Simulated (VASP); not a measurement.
Here is a VASP 6.6.1 calculation.

File INCAR:

```
ALGO = Normal ; EDIFF = 1E-6
ENCUT = 520 ; ISIF = 2
ISMEAR = 0 ; LASPH = True
LCHARG = False ; LREAL = False
LWAVE = False ; NBANDS = 7
NELM = 100 ; PREC = Accurate
SIGMA = 0.15
```

File KPOINTS:

```
k-points
0
Gamma
  22 22 22
```

The input POSCAR:

```
Mg
1.0
   -1.9381961285      1.9381961285      1.5069579671
    1.9381961285     -1.9381961285      1.5069579671
    1.9381961285      1.9381961285     -1.5069579671
Mg
1
Direct
    0.0000000000      0.0000000000      0.0000000000
```

Potentials or basis: VASP PAW LDA potentials, release 64 (Mg).

The run is started by

```sh
$ cat potpaw_LDA.64/Mg/POTCAR > POTCAR
$ mpirun -np 1 vasp_std > vasp.out
```

(1) Estimate the pressure.

(2) Estimate the band gap on the k mesh.

Results:

(1) -0.9 GPa.

(2) zero (bands 1 and 2 overlap by 4.67 eV).
